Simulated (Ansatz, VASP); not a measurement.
# Hg: VASP beside Ansatz

Contents of INCAR:

```
SYSTEM = Hg
PREC     = Accurate       ! precision mode
ENCUT    = 520            ! plane-wave cutoff, eV
EDIFF    = 1E-7           ! SCF threshold, eV
ISMEAR   = -1             ! smearing method
SIGMA    = 0.1            ! smearing width, eV
LREAL    = .False.        ! projectors in reciprocal space
LASPH    = .True.         ! aspherical terms in the spheres
NELM     = 150            ! most SCF steps
ALGO     = Normal         ! electronic algorithm
ISIF     = 2              ! what is computed and relaxed
LWAVE    = .False.        ! write WAVECAR
LCHARG   = .False.        ! write CHGCAR
MAGMOM   = 0 0 0          ! initial moments
LORBIT   = 11             ! projections on sites
LSORBIT  = .True.         ! spin-orbit coupling
GGA_COMPAT= .False.      
LORBMOM  = .True.       
NBANDS   = 23             ! bands
```

Contents of KPOINTS:

```
regular mesh
0
Gamma
  12 12 12
  0 0 0
```

POSCAR

```
Hg
1.0
    0.0000000000      2.2248947353      2.2248947353
    2.2248947353      0.0000000000      2.2248947353
    2.2248947353      2.2248947353      0.0000000000
Hg
1
Direct
    0.0000000000      0.0000000000      0.0000000000
```

Input for Ansatz:

```yaml
crystal:
  lattice:
    - [0.0, 2.2248947353, 2.2248947353]
    - [2.2248947353, 0.0, 2.2248947353]
    - [2.2248947353, 2.2248947353, 0.0]
  atoms:
    - { symbol: Hg, position: [0.0, 0.0, 0.0] }
hamiltonian:
  xc: lda
  pseudopotentials:
    kind: paw_fr
    azcp:
      Hg: "pseudopotentials/Hg.paw.azcp"
basis:
  ecutwfc: 420
  fft_grid_basis: typed
kpoints:
  mp_grid: { grid: [12, 12, 12], shift: [0, 0, 0] }
magnetization:
  noncollinear: true
  spin_orbit: true
scf:
  occupations: { method: fermi_dirac, width: 0.1 }
```

Alike in both runs: task single point; functional LDA; k mesh 12 × 12 × 12; occupations fermi-dirac, width 0.1 eV; non-collinear spin, spin-orbit coupling.

|  | VASP | Ansatz |
| --- | --- | --- |
| version | VASP 6.6.1 | Ansatz 0.2.0 |
| potentials or method | VASP PAW LDA potentials, release 64 (Hg), cutoff 520 eV | plane waves (420 eV) with PAW, fully relativistic with spin-orbit coupling |
| valence electrons in the cell | 12 | 20 |

|  | VASP | Ansatz | Ansatz less VASP |
| --- | --- | --- | --- |
| net moment per atom (μB) | 0.00 | 0.00 | 0.000 |

Ansatz warns that its potentials were made for another functional, while VASP's fit it. LDA's correlation is that of Perdew and Zunger in VASP and of Perdew and Wang (1992) in Ansatz. VASP's potentials hold 12 valence electrons a cell and Ansatz's 20, so a difference there can come from the potentials and not from the codes.
